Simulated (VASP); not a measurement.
**K8MgZn7F24: single point with PBEsol**

Crystal: K8MgZn7F24.

```
CELL_PARAMETERS angstrom
8.09005 0.00000 0.00000
0.00000 8.09005 0.00000
0.00000 0.00000 8.09005
ATOMIC_POSITIONS crystal
K 0.00022 0.99990 0.00012
K 0.00026 0.99983 0.49993
K 0.00020 0.49963 0.00013
K 0.00028 0.49974 0.49989
K 0.50035 0.99982 0.00006
K 0.50043 0.99981 0.49991
K 0.50037 0.49970 0.00009
K 0.50041 0.49972 0.49989
Zn 0.25038 0.24983 0.25002
Zn 0.25037 0.24975 0.75002
Zn 0.25033 0.74983 0.25002
Zn 0.75042 0.24970 0.25009
Zn 0.75032 0.24978 0.75004
Zn 0.75033 0.74970 0.24998
Zn 0.75034 0.74976 0.75002
Mg 0.25023 0.74975 0.75003
F 0.25124 0.24879 0.99991
F 0.24971 0.25081 0.50014
F 0.25090 0.75060 0.99724
F 0.24974 0.74902 0.50282
F 0.74973 0.24996 0.00003
F 0.75125 0.24939 0.50006
F 0.74961 0.74938 0.99992
F 0.75095 0.74999 0.50012
F 0.00043 0.25093 0.24928
F 0.00051 0.24944 0.75084
F 0.00049 0.74850 0.24935
F 0.00309 0.75018 0.75070
F 0.50042 0.24852 0.25080
F 0.50025 0.25005 0.74931
F 0.50018 0.75092 0.25065
F 0.49756 0.74935 0.74931
F 0.24916 0.99965 0.25095
F 0.25057 0.99699 0.74904
F 0.25163 0.49993 0.24913
F 0.25014 0.50255 0.75101
F 0.75157 0.99969 0.24976
F 0.74997 0.99962 0.75033
F 0.74924 0.49973 0.25033
F 0.75073 0.49986 0.74973
```

```json
{"Program": "VASP 6.6.1", "Task": "single point", "Functional": "PBEsol", "Potentials or basis": "VASP PAW PBE potentials, release 64 (K_sv, Zn, Mg, F)", "Cutoff": "520 eV", "k mesh": "1 × 1 × 1, shifted", "Occupations": "fermi-dirac, width 0.05 eV", "Spin": "no spin polarisation", "Dipole correction": "no", "Further INCAR settings": "LREAL = Auto; ALGO = Normal; EDIFF = 1e-06; NBANDS = 189; ISYM = 0"}
```

The pressure is 0.3 GPa. The largest force is 0.074 eV/Å and the band gap on the k mesh is 4.98 eV.

Forces on the atoms (eV/Å):
```
K    0.005 -0.003  0.001
K    0.005 -0.003  0.001
K    0.001  0.001 -0.001
K    0.000  0.000  0.002
K    0.001 -0.001  0.000
K   -0.002  0.000  0.001
K    0.000  0.001 -0.001
K   -0.001  0.001  0.002
Zn   0.002 -0.003  0.001
Zn  -0.002  0.001  0.000
Zn  -0.001 -0.002  0.000
Zn  -0.004  0.002 -0.004
Zn   0.003 -0.002  0.000
Zn  -0.001  0.002  0.003
Zn  -0.004  0.000 -0.001
Mg   0.011 -0.002  0.000
F   -0.002  0.001 -0.004
F    0.000 -0.005  0.003
F    0.000  0.000 -0.073
F   -0.002 -0.001  0.071
F    0.002  0.001  0.000
F   -0.004  0.001  0.002
F    0.004  0.004 -0.005
F   -0.004  0.000  0.004
F    0.000 -0.002  0.002
F    0.002  0.001 -0.004
F    0.003  0.002  0.000
F    0.072 -0.003 -0.003
F   -0.003  0.002  0.001
F   -0.006 -0.001  0.004
F   -0.002 -0.003 -0.002
F   -0.074  0.003  0.003
F    0.002  0.000 -0.002
F    0.001 -0.074  0.005
F   -0.001  0.003 -0.001
F   -0.003  0.070 -0.004
F   -0.001 -0.003 -0.001
F    0.001  0.001 -0.003
F    0.003  0.002 -0.001
F   -0.004  0.006  0.001
```

Levels at points of the mesh, in eV from the valence-band top:
```csv
k point,band 161,band 162,band 163,band 164,band 165,band 166
"(0.25, 0.25, 0.25)",-0.02,-0.02,0.00,4.98,6.46,6.46
```

Run time: 11 min on 1 thread of Intel(R) Xeon(R) Platinum 8488C (Sapphire Rapids) (shared host), peak memory 0.65 GiB.

Caveat: the PAW data sets were made with another functional, which shifts forces and pressure a little; a shifted mesh leaves out Γ, where band edges can lie. A k mesh can miss the band edges.
